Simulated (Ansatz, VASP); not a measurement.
One calculation of MgS, two programs

```
Mg S
1.0
    -0.02602    2.58864    2.58864
     2.58864   -0.02602    2.58864
     2.58864    2.58864   -0.02602
Mg S
1 1
Direct
  0.00000 0.00000 0.00000
  0.50000 0.50000 0.50000
```

Change from the starting cell: equal xy, yz and zx shear strains of -1 %, crystal datasets.

Alike in both runs: task electric field gradients; functional LDA; k mesh 8 × 8 × 8; occupations fermi-dirac, width 0.01 eV; no spin polarisation.

|  | VASP | Ansatz |
| --- | --- | --- |
| version | VASP 6.6.1 | Ansatz 0.2.0 |
| potentials or method | VASP PAW LDA potentials, release 64 (Mg, S), cutoff 520 eV | all-electron PAW with datasets made for the crystal, scalar-relativistic |

Ansatz gave:

* gap on the k mesh at the Fermi level (eV): 2.47
* pressure (GPa): -3.2
* traceless stress, the component that is largest in VASP (GPa): 0.54
* size of Vzz on the site where it differs most (V/Å²): 0.5

**Question.** What did VASP give for the same quantities?

**Answer.** gap on the k mesh at the Fermi level (eV): 2.46; pressure (GPa): -3.8; traceless stress, the component that is largest in VASP (GPa): 0.54; size of Vzz on the site where it differs most (V/Å²): 0.3.

LDA's correlation is that of Perdew and Zunger in VASP and of Perdew and Wang (1992) in Ansatz. Ansatz ran all-electron here, and VASP with PAW potentials.
